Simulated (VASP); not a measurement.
# LiH (P2_13) in VASP: relaxation of cell and atoms with PBEsol

Aim: the relaxation of cell and atoms of LiH with PBEsol.

Everything below comes from runs of VASP 6.6.1. Logs are shortened: lines on timing, memory, paths and dates and some standing lists are left out, and cuts for length are marked.

### Step 1. The cell of the first run

The structure is cubic, space group P2_13 (No. 198). The conventional cell has a = 4.017 Å, b = 4.017 Å, c = 4.017 Å, α = 90.00°, β = 90.00°, γ = 90.00°. Within 2.7 Å of Li (site symmetry 3) lie 7 H at 2.06 to 2.25 Å and 6 Li at 2.46 Å. H (site symmetry 3) has 7 Li at 2.06 to 2.25 Å and 6 H at 2.49 Å within 2.7 Å.

### Step 2. Relaxation of cell and atoms, PBEsol

The input, INCAR:

```
  ALGO = Normal
  EDIFF = 1E-7
  EDIFFG = -0.01
  ENCUT = 600
  GGA = PS
  IBRION = 2
  ISIF = 3
  ISMEAR = -1
  LASPH = True
  LCHARG = False
  LREAL = False
  LWAVE = False
  NELM = 60
  NSW = 100
  PREC = Accurate
  SIGMA = 0.03
```

The input, KPOINTS:

```
k-points
0
Gamma
  6 6 6
```

The input, POSCAR:

```
LiH
1.0
    4.0172387800      0.0000000000      0.0000000000
    0.0000000000      4.0172387800      0.0000000000
    0.0000000000      0.0000000000      4.0172387800
Li H
4 4
Direct
    0.8630876900      0.6369123100      0.3630876900
    0.6369123100      0.3630876900      0.8630876900
    0.3630876900      0.8630876900      0.6369123100
    0.1369123100      0.1369123100      0.1369123100
    0.1586982700      0.3413017300      0.6586982700
    0.3413017300      0.6586982700      0.1586982700
    0.6586982700      0.1586982700      0.3413017300
    0.8413017300      0.8413017300      0.8413017300
```

Potentials or basis: VASP PAW PBE potentials, release 64 (Li_sv, H).

Started as:

```sh
$ cat potpaw_PBE.64/Li_sv/POTCAR potpaw_PBE.64/H/POTCAR > POTCAR
$ mpirun -np 1 vasp_std > vasp.out
```

OUTCAR:

```text
EDIFF = 1E-7
   EDIFFG = -0.01
   ENCUT = 600
   GGA = PS
   IBRION = 2
   ISIF = 3
   ISMEAR = -1
   LASPH = True
   LREAL = False
   NELM = 60
   NSW = 100
   PREC = Accurate

 ion  position               nearest neighbor table
   1  0.863  0.637  0.363-   2 2.46   3 2.46   4 2.46   2 2.46   4 2.46   3 2.46
   2  0.637  0.363  0.863-   1 2.46   3 2.46   4 2.46   1 2.46   3 2.46   4 2.46
   3  0.363  0.863  0.637-   1 2.46   2 2.46   4 2.46   4 2.46   2 2.46   1 2.46
   4  0.137  0.137  0.137-   1 2.46   2 2.46   3 2.46   3 2.46   1 2.46   2 2.46
   5  0.159  0.341  0.659-
   6  0.341  0.659  0.159-
   7  0.659  0.159  0.341-
   8  0.841  0.841  0.841-

  LATTYP: Found a simple cubic cell.
 ALAT       =     4.0172387800

  Lattice vectors:

 A1 = (   4.0172387800,   0.0000000000,   0.0000000000)
 A2 = (   0.0000000000,   4.0172387800,   0.0000000000)
 A3 = (   0.0000000000,   0.0000000000,   4.0172387800)

Analysis of symmetry for initial positions (statically):
=====================================================================
 Subroutine PRICEL returns:
 Original cell was already a primitive cell.

 Routine SETGRP: Setting up the symmetry group for a
 simple cubic supercell.

 Subroutine GETGRP returns: Found 12 space group operations
 (whereof  3 operations were pure point group operations)
 out of a pool of 48 trial point group operations.

The static configuration has the point symmetry C_3 .
 The point group associated with its full space group is T   .

Analysis of symmetry for dynamics (positions and initial velocities):
=====================================================================
 Subroutine PRICEL returns:
 Original cell was already a primitive cell.

 Routine SETGRP: Setting up the symmetry group for a
 simple cubic supercell.

 Subroutine GETGRP returns: Found 12 space group operations
 (whereof  3 operations were pure point group operations)
 out of a pool of 48 trial point group operations.

The dynamic configuration has the point symmetry C_3 .
 The point group associated with its full space group is T   .

 Subroutine INISYM returns: Found 12 space group operations
 (whereof  3 operations are pure point group operations),
 and found     1 'primitive' translations

----------------------------------------------------------------------------------------

                                     Primitive cell

  volume of cell :      64.8310

  direct lattice vectors                    reciprocal lattice vectors
     4.017238780  0.000000000  0.000000000     0.248927200  0.000000000  0.000000000
     0.000000000  4.017238780  0.000000000     0.000000000  0.248927200  0.000000000
     0.000000000  0.000000000  4.017238780     0.000000000  0.000000000  0.248927200

  length of vectors
     4.017238780  4.017238780  4.017238780     0.248927200  0.248927200  0.248927200

  position of ions in fractional coordinates (direct lattice)
     0.863087690  0.636912310  0.363087690
     0.636912310  0.363087690  0.863087690
     0.363087690  0.863087690  0.636912310
     0.136912310  0.136912310  0.136912310
     0.158698270  0.341301730  0.658698270
     0.341301730  0.658698270  0.158698270
     0.658698270  0.158698270  0.341301730
     0.841301730  0.841301730  0.841301730

  ion indices of the primitive-cell ions
   primitive index   ion index
                 1           1
                 2           2
                 3           3
                 4           4
                 5           5
                 6           6
                 7           7
                 8           8

----------------------------------------------------------------------------------------

 KPOINTS: k-points

Automatic generation of k-mesh.
 Grid dimensions read from file:
 generate k-points for:    6    6    6

 Generating k-lattice:

  Cartesian coordinates                     Fractional coordinates (reciprocal lattice)
     0.041487867  0.000000000  0.000000000     0.166666667  0.000000000  0.000000000
     0.000000000  0.041487867  0.000000000     0.000000000  0.166666667  0.000000000
     0.000000000  0.000000000  0.041487867     0.000000000  0.000000000  0.166666667

  Length of vectors
     0.041487867  0.041487867  0.041487867

  Shift w.r.t. Gamma in fractional coordinates (k-lattice)
     0.000000000  0.000000000  0.000000000

 Subroutine IBZKPT returns following result:
 ===========================================

 Found     24 irreducible k-points:

 Following reciprocal coordinates:
            Coordinates               Weight
  0.000000  0.000000  0.000000      1.000000
  0.166667  0.000000  0.000000      6.000000
  0.333333  0.000000  0.000000      6.000000
  0.500000  0.000000  0.000000      3.000000
  0.166667  0.166667  0.000000     12.000000
  0.333333  0.166667  0.000000     12.000000
[... 16 lines left out ...]
  0.500000  0.500000  0.333333      6.000000
  0.500000  0.500000  0.500000      1.000000
   k-points           NKPTS =     24   k-points in BZ     NKDIM =     24   number of bands    NBANDS=     13
   number of dos      NEDOS =    301   number of ions     NIONS =      8
   total plane-waves  NPLWV =  32768
   dimension x,y,z NGX =    32 NGY =   32 NGZ =   32
   dimension x,y,z NGXF=    64 NGYF=   64 NGZF=   64
   ions per type =               4   4
   NGX,Y,Z   is equivalent  to a cutoff of  13.24, 13.24, 13.24 a.u.
   NGXF,Y,Z  is equivalent  to a cutoff of  26.49, 26.49, 26.49 a.u.
 SYSTEM =  unknown system
   PREC   = accura    normal or accurate (medium, high low for compatibility)
   ISTART =      0    job   : 0-new  1-cont  2-samecut
   ICHARG =      2    charge: 1-file 2-atom 10-const
   ISPIN  =      1    spin polarized calculation?
   LNONCOLLINEAR =      F non collinear calculations
   LSORBIT =      F    spin-orbit coupling
   LASPH  =      T    aspherical Exc in radial PAW
   ENCUT  =  600.0 eV  44.10 Ry    6.64 a.u.   8.02  8.02  8.02*2*pi/ulx,y,z
   NELM   =     60;   NELMIN=  2; NELMDL= -5     # of ELM steps
   EDIFF  = 0.1E-06   stopping-criterion for ELM
   LREAL  =      F    real-space projection
   EDIFFG = -.1E-01   stopping-criterion for IOM
   NSW    =    100    number of steps for IOM
   IBRION =      2    ionic relax: 0-MD 1-quasi-New 2-CG
   NFREE  =      1    steps in history (QN), initial steepest desc. (CG)
   ISIF   =      3    stress and relaxation
   ISYM   =      2    0-nonsym 1-usesym 2-fastsym
   POTIM  = 0.5000    time-step for ionic-motion
   TEBEG  =    0.0;   TEEND  =   0.0 temperature during run
   PSTRESS=    0.0 pullay stress
   NELECT =      16.0000    total number of electrons
   NUPDOWN=      -1.0000    fix difference up-down
   EMIN   =  10.00;   EMAX   =-10.00  energy-range for DOS
   EFERMI =   0.00;   METHOD = LEGACY
   ISMEAR =    -1;   SIGMA  =   0.03  broadening in eV -4-tet -1-fermi 0-gaus
   EFERMI_NEDOS =   21; number of points for ismear=-14 and -15
   IALGO  =     38    algorithm
   IMIX   =      4    mixing-type and parameters
     AMIX     =   0.40;   BMIX     =  1.00
     AMIX_MAG =   1.60;   BMIX_MAG =  1.00
  volume/ion in A,a.u.               =       8.10        54.69
  Fermi-wavevector in a.u.,A,eV,Ry     =   1.026882  1.940525 14.347160  1.054486
  Thomas-Fermi vector in A             =   2.160798
   LORBIT       =      0    0 simple, 1 ext, 2 COOP (PROOUT), +10 PAW based schemes
   GGA     = PS    functional components
   LHFCALC =     F    Hartree Fock is set to
   AEXX    =    0.0000 exact exchange contribution
   IVDW    =     0    specifies the selected vdW correction
   LEPSILON=     F    determine dielectric tensor
   LRPA    =     F    only Hartree local field effects (RPA)
 conjugate gradient relaxation of ions
 non-spin polarized calculation
  energy-cutoff  :      600.00
  volume of cell :       64.83
 maximum number of plane-waves:      2192
   NGX = 17   NGY = 17   NGZ = 17

--------------------------------------- Ionic step        1  -------------------------------------------

 number of electron      16.0000006 magnetization

 Free energy of the ion-electron system (eV)
  ---------------------------------------------------
  ext. energy  EPLUGINS =         0.00000000
  ---------------------------------------------------
  free energy    TOTEN  =       -21.89061683 eV

  energy without entropy =      -21.89061683  energy(sigma->0) =      -21.89061683

------------------------ aborting loop because EDIFF is reached ----------------------------------------

  FORCE on cell =-STRESS in cart. coord.  units (eV):
  Direction    XX          YY          ZZ          XY          YZ          ZX
  --------------------------------------------------------------------------------------
  -------------------------------------------------------------------------------------
  Total        0.0441604      0.0441604      0.0441604      0.0000000      0.0000000      0.0000000
  in kB        1.0913408      1.0913408      1.0913408      0.0000000      0.0000000      0.0000000
  external PRESSURE =       1.0913408 kB  Pullay stress =       0.0000000 kB
[... 107 lines left out ...]
  FREE ENERGIE OF THE ION-ELECTRON SYSTEM (eV)
  ---------------------------------------------------
  free  energy   TOTEN  =       -22.3425631014 eV

  energy  without entropy=      -22.3425631014  energy(sigma->0) =      -22.34256310

 E-fermi :   0.2045     XC(G=0):  -8.2183

 val. band max:       -0.4539393170   @ k =   0.1667   0.0000   0.0000
 cond. band min:       2.6405998274   @ k =   0.1667   0.0000   0.0000
 fundamental gap:      3.0945391444
 Fermi energy:         0.2045113971

 k-point     1 :       0.0000    0.0000    0.0000
  band No.  band energies     occupation
      1     -44.0697      2.00000
      2     -44.0221      2.00000
      3     -44.0221      2.00000
      4     -44.0221      2.00000
      5      -5.4395      2.00000
      6      -0.5638      2.00000
      7      -0.5638      2.00000
      8      -0.5638      2.00000
      9       2.7702      0.00000
     10       2.7702      0.00000
     11       2.7702      0.00000
     12       9.8629      0.00000
     13       9.8629      0.00000
[... 353 lines left out ...]
 k-point    24 :       0.5000    0.5000    0.5000
  band No.  band energies     occupation
      1     -44.0336      2.00000
      2     -44.0336      2.00000
      3     -44.0336      2.00000
      4     -44.0336      2.00000
      5      -2.7407      2.00000
      6      -2.7407      2.00000
      7      -2.7407      2.00000
      8      -2.7407      2.00000
      9       4.0242      0.00000
     10       4.0242      0.00000
     11       4.0242      0.00000
     12       4.0242      0.00000
     13      12.5062      0.00000

[... ionic steps 4 to 13 ...]

--------------------------------------- Ionic step       14  -------------------------------------------

 number of electron      16.0000034 magnetization

------------------------ aborting loop because EDIFF is reached ----------------------------------------

  FORCE on cell =-STRESS in cart. coord.  units (eV):
  Direction    XX          YY          ZZ          XY          YZ          ZX
  --------------------------------------------------------------------------------------
  -------------------------------------------------------------------------------------
  Total        0.0263870      0.0263870      0.0263870     -0.0000000      0.0000000      0.0000000
  in kB        0.6741577      0.6741577      0.6741577     -0.0000000      0.0000000      0.0000000
  external PRESSURE =       0.6741577 kB  Pullay stress =       0.0000000 kB
[... 69 lines left out ...]
  energy  without entropy=      -24.4848121230  energy(sigma->0) =      -24.48481212

--------------------------------------- Ionic step       16  -------------------------------------------

 number of electron      16.0000038 magnetization

 Free energy of the ion-electron system (eV)
  ---------------------------------------------------
  ext. energy  EPLUGINS =         0.00000000
  ---------------------------------------------------
  free energy    TOTEN  =       -24.48508589 eV

  energy without entropy =      -24.48508589  energy(sigma->0) =      -24.48508589

 E-fermi :   0.9084     XC(G=0):  -8.6858

 val. band max:        0.2677376769   @ k =   0.0000   0.0000   0.0000
 cond. band min:       2.9933022596   @ k =   0.0000   0.0000   0.0000
 fundamental gap:      2.7255645828
 Fermi energy:         0.9083736765

 k-point     1 :       0.0000    0.0000    0.0000
  band No.  band energies     occupation
      1     -43.4153      2.00000
      2     -43.3444      2.00000
      3     -43.3444      2.00000
      4     -43.3444      2.00000
      5      -5.3646      2.00000
      6       0.2677      2.00000
      7       0.2677      2.00000
      8       0.2677      2.00000
      9       2.9933      0.00000
     10       2.9933      0.00000
     11       2.9933      0.00000
     12      10.9968      0.00000
     13      10.9968      0.00000
[... 401 lines left out ...]
  FREE ENERGIE OF THE ION-ELECTRON SYSTEM (eV)
  ---------------------------------------------------
  free  energy   TOTEN  =       -24.4850858929 eV

  energy  without entropy=      -24.4850858929  energy(sigma->0) =      -24.48508589

 reached required accuracy - stopping structural energy minimisation
```

Wall time 83 s (1 thread of Intel Xeon 6975P-C (Granite Rapids), shared host); peak memory 0.18 GiB.

What came out:

* Free energy: -24.4851 eV
* Relaxed volume: 7.87 Å³/atom
* Relaxed cell: a = 3.978 Å, b = 3.978 Å, c = 3.978 Å, α = 90.00°, β = 90.00°, γ = 90.00°
* Space group after relaxing (to 0.1 Å): Fm-3m (No. 225)
* Energy gained by relaxing: 324.3 meV/atom
* Ionic steps: 16
* Pressure after relaxing: -0.1 GPa
* Largest force after relaxing: 0.005 eV/Å
* Band gap on the k mesh: 2.73 eV

Forces on the atoms (eV/Å):
```
Li  -0.003  0.003 -0.003
Li   0.003 -0.003 -0.003
Li  -0.003 -0.003  0.003
Li   0.003  0.003  0.003
H    0.002 -0.002  0.002
H   -0.002  0.002  0.002
H    0.002  0.002 -0.002
H   -0.002 -0.002 -0.002
```

The path:
```
step  energy change (eV)  largest force (eV/Å)  pressure (GPa)  volume (Å³)
   1              0.0000                0.6940            0.11        64.83
   2             -0.1149                0.6801            0.04        64.88
   3             -0.4519                0.6227            0.11        65.04
   4             -1.0670                0.6098            1.06        65.35
   5             -1.6233                0.9059            4.01        65.98
   6             -1.7891                0.8170            2.58        67.54
   7             -2.0315                0.4945           -0.83        71.85
   8             -2.0399                0.4989           -1.51        72.89
   9             -2.1408                0.4674           -1.65        71.68
  10             -2.4030                0.3301           -1.68        68.16
  11             -2.5745                0.1411            0.94        61.46
  12             -2.5918                0.0527           -0.29        63.35
  13             -2.5940                0.0231           -0.04        62.90
  14             -2.5938                0.0264            0.07        62.71
  15             -2.5942                0.0169            0.01        62.81
  16             -2.5945                0.0051           -0.07        62.94
```

Final structure:
```
Li H
1.0
     3.97788    0.00000    0.00000
     0.00000    3.97788    0.00000
     0.00000    0.00000    3.97788
Li H
4 4
Direct
  0.75031 0.74969 0.25031
  0.74969 0.25031 0.75031
  0.25031 0.75031 0.74969
  0.24969 0.24969 0.24969
  0.24975 0.25025 0.74975
  0.25025 0.74975 0.24975
  0.74975 0.24975 0.25025
  0.75025 0.75025 0.75025
```

Caveat: the cutoff is under 1.25 times the usual one of these potentials, so pressure, stress and relaxed cells hold a basis-set (Pulay) error; the PAW data sets were made with another functional, which shifts forces and pressure a little.
